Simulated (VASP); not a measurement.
# NaCl (Pm-3m) in VASP: notebook

The runs below take NaCl through single point, with PBEsol.

Everything below comes from runs of VASP 6.6.1. Logs are shortened: lines on timing, memory, paths and dates and some standing lists are left out, and cuts for length are marked.

## Step 1: The cell of the first run

Symmetry: Pm-3m, No. 221, cubic system. Conventional cell: a = 2.802 Å, b = 2.802 Å, c = 2.802 Å, α = 90.00°, β = 90.00°, γ = 90.00°. Na (site symmetry m-3m) has 8 Cl at 2.43 Å and 6 Na at 2.80 Å within 3.2 Å. Cl (site symmetry m-3m) has 8 Na at 2.43 Å and 6 Cl at 2.80 Å within 3.2 Å.

## Step 2: Single point, PBEsol (11.00 Å³/atom)

Input file INCAR:

```
PREC     = Accurate       # precision mode
ENCUT    = 520            # plane-wave cutoff, eV
EDIFF    = 1E-6           # SCF threshold, eV
ISMEAR   = -1             # smearing method
SIGMA    = 0.03           # smearing width, eV
LREAL    = False          # projectors in reciprocal space
LASPH    = True           # aspherical terms in the spheres
NELM     = 60             # most SCF steps
ALGO     = Normal         # electronic algorithm
ISIF     = 2              # what is computed and relaxed
LWAVE    = False          # write WAVECAR
LCHARG   = False          # write CHGCAR
GGA      = PS             # functional
NBANDS   = 14             # bands
```

Input file KPOINTS:

```
regular mesh
0
Gamma
  9 9 9
```

Input file POSCAR:

```
NaCl
1.0
    2.8016162709      0.0000000000      0.0000000000
    0.0000000000      2.8016162709      0.0000000000
    0.0000000000      0.0000000000      2.8016162709
Na Cl
1 1
Direct
    0.0000000000      0.0000000000      0.0000000000
    0.5000000000      0.5000000000      0.5000000000
```

Potentials or basis: VASP PAW PBE potentials, release 64 (Na_pv, Cl).

Started as:

```sh
cat potpaw_PBE.64/Na_pv/POTCAR potpaw_PBE.64/Cl/POTCAR > POTCAR
mpirun -np 1 vasp_std > vasp.out
```

OUTCAR:

```text
PREC = Accurate
   ENCUT = 520
   EDIFF = 1E-6
   ISMEAR = -1
   LREAL = False
   LASPH = True
   NELM = 60
   ISIF = 2
   GGA = PS

 ion  position               nearest neighbor table
   1  0.000  0.000  0.000-   2 2.43   2 2.43   2 2.43   2 2.43   2 2.43   2 2.43   2 2.43   2 2.43

   2  0.500  0.500  0.500-   1 2.43   1 2.43   1 2.43   1 2.43   1 2.43   1 2.43   1 2.43   1 2.43

  LATTYP: Found a simple cubic cell.
 ALAT       =     2.8016162709

  Lattice vectors:

 A1 = (   2.8016162709,   0.0000000000,   0.0000000000)
 A2 = (   0.0000000000,   2.8016162709,   0.0000000000)
 A3 = (   0.0000000000,   0.0000000000,   2.8016162709)

Analysis of symmetry for initial positions (statically):
=====================================================================
 Subroutine PRICEL returns:
 Original cell was already a primitive cell.

 Routine SETGRP: Setting up the symmetry group for a
 simple cubic supercell.

 Subroutine GETGRP returns: Found 48 space group operations
 (whereof 48 operations were pure point group operations)
 out of a pool of 48 trial point group operations.

The static configuration has the point symmetry O_h .

Analysis of symmetry for dynamics (positions and initial velocities):
=====================================================================
 Subroutine PRICEL returns:
 Original cell was already a primitive cell.

 Routine SETGRP: Setting up the symmetry group for a
 simple cubic supercell.

 Subroutine GETGRP returns: Found 48 space group operations
 (whereof 48 operations were pure point group operations)
 out of a pool of 48 trial point group operations.

The dynamic configuration has the point symmetry O_h .

 Subroutine INISYM returns: Found 48 space group operations
 (whereof 48 operations are pure point group operations),
 and found     1 'primitive' translations

----------------------------------------------------------------------------------------

                                     Primitive cell

  volume of cell :      21.9900

  direct lattice vectors                    reciprocal lattice vectors
     2.801616271  0.000000000  0.000000000     0.356936819  0.000000000  0.000000000
     0.000000000  2.801616271  0.000000000     0.000000000  0.356936819  0.000000000
     0.000000000  0.000000000  2.801616271     0.000000000  0.000000000  0.356936819

  length of vectors
[... 91 lines left out ...]
   TEBEG  =    0.0;   TEEND  =   0.0 temperature during run
   PSTRESS=    0.0 pullay stress
   NELECT =      14.0000    total number of electrons
   NUPDOWN=      -1.0000    fix difference up-down
   EMIN   =  10.00;   EMAX   =-10.00  energy-range for DOS
   EFERMI =   0.00;   METHOD = LEGACY
   ISMEAR =    -1;   SIGMA  =   0.03  broadening in eV -4-tet -1-fermi 0-gaus
   EFERMI_NEDOS =   21; number of points for ismear=-14 and -15
   IALGO  =     38    algorithm
   IMIX   =      4    mixing-type and parameters
     AMIX     =   0.40;   BMIX     =  1.00
     AMIX_MAG =   1.60;   BMIX_MAG =  1.00
  volume/ion in A,a.u.               =      11.00        74.20
  Fermi-wavevector in a.u.,A,eV,Ry     =   1.408344  2.661385 26.986256  1.983434
  Thomas-Fermi vector in A             =   2.530512
   LORBIT       =      0    0 simple, 1 ext, 2 COOP (PROOUT), +10 PAW based schemes
   GGA     = PS    functional components
   LHFCALC =     F    Hartree Fock is set to
   AEXX    =    0.0000 exact exchange contribution
   IVDW    =     0    specifies the selected vdW correction
   LEPSILON=     F    determine dielectric tensor
   LRPA    =     F    only Hartree local field effects (RPA)
 non-spin polarized calculation
  energy-cutoff  :      520.00
  volume of cell :       21.99
 maximum number of plane-waves:       619
 NGX is ok and might be reduce to    24
   NGX = 11   NGY = 11   NGZ = 11

 number of electron      13.9999992 magnetization

 Free energy of the ion-electron system (eV)
  ---------------------------------------------------
  ext. energy  EPLUGINS =         0.00000000
  ---------------------------------------------------
  free energy    TOTEN  =        -4.18246272 eV

  energy without entropy =       -4.18246272  energy(sigma->0) =       -4.18246272

 E-fermi :   8.2430     XC(G=0): -11.8956

 val. band max:        7.6534981109   @ k =   0.4444   0.4444   0.0000
 cond. band min:      11.9655767748   @ k =   0.4444   0.4444   0.0000
 fundamental gap:      4.3120786640
 Fermi energy:         8.2430171097

 k-point     1 :       0.0000    0.0000    0.0000
  band No.  band energies     occupation
      1     -15.1282      2.00000
      2     -15.1282      2.00000
      3     -15.1282      2.00000
      4      -9.8760      2.00000
      5       6.3197      2.00000
      6       6.3197      2.00000
      7       6.3197      2.00000
      8      13.8355      0.00000
      9      13.8355      0.00000
     10      15.4747      0.00000
     11      25.7119      0.00000
     12      25.7119      0.00000
     13      25.7119      0.00000
     14      30.8455      0.00000
[... 377 lines left out ...]
      1     -15.4870      2.00000
      2     -15.3562      2.00000
      3     -15.0946      2.00000
      4      -7.3123      2.00000
      5       1.5732      2.00000
      6       2.8806      2.00000
      7       6.6169      2.00000
      8      13.3059      0.00000
      9      18.4448      0.00000
     10      18.8947      0.00000
     11      19.9262      0.00000
     12      24.3159      0.00000
     13      25.3164      0.00000
     14      29.1969      0.00000

 [... further k-points ...]

------------------------ aborting loop because EDIFF is reached ----------------------------------------

  FORCE on cell =-STRESS in cart. coord.  units (eV):
  Direction    XX          YY          ZZ          XY          YZ          ZX
  --------------------------------------------------------------------------------------
  -------------------------------------------------------------------------------------
  Total       10.5670914     10.5670914     10.5670914     -0.0000000     -0.0000000      0.0000000
  in kB      769.9102339    769.9102339    769.9102339     -0.0000000     -0.0000000      0.0000000
  external PRESSURE =     769.9102339 kB  Pullay stress =       0.0000000 kB

 VOLUME and BASIS-vectors are now :
 -----------------------------------------------------------------------------
  energy-cutoff  :      520.00
  volume of cell :       21.99
      direct lattice vectors                 reciprocal lattice vectors
     2.801616271  0.000000000  0.000000000     0.356936819  0.000000000  0.000000000
     0.000000000  2.801616271  0.000000000     0.000000000  0.356936819  0.000000000
     0.000000000  0.000000000  2.801616271     0.000000000  0.000000000  0.356936819

 POSITION                                       TOTAL-FORCE (eV/Angst)
 -----------------------------------------------------------------------------------
      0.00000      0.00000      0.00000         0.000000      0.000000      0.000000
      1.40081      1.40081      1.40081         0.000000      0.000000      0.000000
 -----------------------------------------------------------------------------------
    total drift:                               -0.000000     -0.000000     -0.000000

  FREE ENERGIE OF THE ION-ELECTRON SYSTEM (eV)
  ---------------------------------------------------
  free  energy   TOTEN  =        -4.1824627198 eV

  energy  without entropy=       -4.1824627197  energy(sigma->0) =       -4.18246272
```

OSZICAR:

```text
N       E                     dE             d eps       ncg     rms          rms(c)
DAV:   1     0.106659903483E+03    0.10666E+03   -0.73456E+03   986   0.124E+03
DAV:   2     0.147760519300E+01   -0.10518E+03   -0.96547E+02  1150   0.328E+02
DAV:   3    -0.443487846421E+01   -0.59125E+01   -0.58757E+01  1274   0.679E+01
DAV:   4    -0.450048562715E+01   -0.65607E-01   -0.65595E-01  1130   0.735E+00
DAV:   5    -0.450132500844E+01   -0.83938E-03   -0.83937E-03  1316   0.880E-01    0.685E+00
DAV:   6    -0.424016146620E+01    0.26116E+00   -0.21764E-01  1376   0.737E+00    0.441E+00
DAV:   7    -0.418485699027E+01    0.55304E-01   -0.12594E-01  1478   0.446E+00    0.179E+00
DAV:   8    -0.418257831866E+01    0.22787E-02   -0.10227E-02  1142   0.125E+00    0.223E-01
DAV:   9    -0.418246082896E+01    0.11749E-03   -0.30694E-04  1302   0.345E-01    0.425E-02
DAV:  10    -0.418246224276E+01   -0.14138E-05   -0.25927E-05  1302   0.108E-01    0.809E-03
DAV:  11    -0.418246271979E+01   -0.47703E-06   -0.46945E-06  1184   0.260E-02
   1 F= -.41824627E+01 E0= -.41824627E+01  d E =-.597425E-10
```

Wall time 6.8 s (1 thread of Intel Xeon 8259CL, shared host); peak memory 0.14 GiB.

Results:

- Free energy: -4.1825 eV
- Pressure: 77.0 GPa
- Band gap on the k mesh: 4.31 eV

Caveat: the cell stands under pressure; the PAW data sets were made with another functional, which shifts forces and pressure a little; an odd mesh through Γ misses points on the zone boundary, where band edges can lie.

## Step 3: Single point, PBEsol (11.46 Å³/atom)

This run uses another cell than the first one, of 11.46 Å³/atom.

Input file INCAR:

```
  ALGO = Normal
  EDIFF = 1E-6
  ENCUT = 520
  GGA = PS
  ISIF = 2
  ISMEAR = -1
  LASPH = True
  LCHARG = True
  LELF = True
  LREAL = False
  LVHAR = True
  LWAVE = False
  NBANDS = 14
  NELM = 100
  PREC = Accurate
  SIGMA = 0.03
```

Input file KPOINTS:

```
k-points
0
Gamma
  9 9 9
```

Input file POSCAR:

```
NaCl
1.0
    2.8408047908      0.0000000000      0.0000000000
    0.0000000000      2.8408047908      0.0000000000
    0.0000000000      0.0000000000      2.8408047908
Na Cl
1 1
Direct
    0.0000000000      0.0000000000      0.0000000000
    0.5000000000      0.5000000000      0.5000000000
```

Potentials or basis: VASP PAW PBE potentials, release 64 (Na_pv, Cl).

Started as:

```sh
cat potpaw_PBE.64/Na_pv/POTCAR potpaw_PBE.64/Cl/POTCAR > POTCAR
mpirun -np 1 vasp_std > vasp.out
```

Wall time 12 s (1 thread of Intel Xeon 8259CL, shared host); peak memory 0.13 GiB.

The run converged. Its results:

```
Free energy            : -4.5972 eV
Pressure               : 65.2 GPa
Band gap on the k mesh : 4.48 eV
```

Levels at points of the mesh, in eV from the valence-band top:
```
           k point  band 5  band 6  band 7  band 8  band 9  band 10
(0.00, 0.00, 0.00)   -1.26   -1.26   -1.26    6.43    6.43     7.43
```

Caveat: the cell stands under pressure; the PAW data sets were made with another functional, which shifts forces and pressure a little; an odd mesh through Γ misses points on the zone boundary, where band edges can lie.

## Step 4: Single point, PBEsol

This run uses another cell than the first one, of 11.70 Å³/atom.

Input file INCAR:

```
SYSTEM = NaCl
ALGO = Normal ; EDIFF = 1E-6
ENCUT = 520 ; GGA = PS
ISIF = 2 ; ISMEAR = -1
LASPH = .True. ; LCHARG = .False.
LREAL = .False. ; LWAVE = .False.
NBANDS = 14 ; NELM = 80
PREC = Accurate ; SIGMA = 0.03
```

Input file KPOINTS:

```
k-points
0
Gamma
  9 9 9
  0 0 0
```

Input file POSCAR:

```
NaCl
1.0
    2.8600000000      0.0000000000      0.0000000000
    0.0000000000      2.8600000000      0.0000000000
    0.0000000000      0.0000000000      2.8600000000
Na Cl
1 1
Direct
    0.0000000000      0.0000000000      0.0000000000
    0.5000000000      0.5000000000      0.5000000000
```

Started as:

```sh
cat potpaw_PBE.64/Na_pv/POTCAR potpaw_PBE.64/Cl/POTCAR > POTCAR
mpirun -np 1 vasp_std > vasp.out
```

It took 12 s on 1 thread of Intel Xeon 8259CL, shared host; peak memory 0.14 GiB.

It converged, with:

```yaml
Free_energy: -4.7802 eV
Pressure: 60.1 GPa
Band_gap_on_the_k_mesh: 4.56 eV
```

Levels at points of the mesh, in eV from the valence-band top:
```tsv
k point	band 5	band 6	band 7	band 8	band 9	band 10
(0.00, 0.00, 0.00)	-1.22	-1.22	-1.22	6.55	6.55	7.25
```

Caveat: the cell stands under pressure; the PAW data sets were made with another functional, which shifts forces and pressure a little; an odd mesh through Γ misses points on the zone boundary, where band edges can lie.

## Step 5: Overview

| cell | gap on the mesh (eV) | pressure (GPa) |
| --- | --- | --- |
| a = 2.802 Å, 2 atoms | 4.31 | 77.0 |
| a = 2.841 Å, 2 atoms | 4.48 | 65.2 |
| a = 2.860 Å, 2 atoms | 4.56 | 60.1 |

Alike in all rows: task single point; level PBEsol; potentials or basis VASP PAW PBE potentials, release 64 (Na_pv, Cl); no spin polarisation; k mesh 9 × 9 × 9; cutoff (eV) 520; smearing fermi-dirac 0.03 eV.

Caveats: the cell stands under pressure; the PAW data sets were made with another functional, which shifts forces and pressure a little; an odd mesh through Γ misses points on the zone boundary, where band edges can lie.

Absolute energies hang on the potentials; compare differences alone.
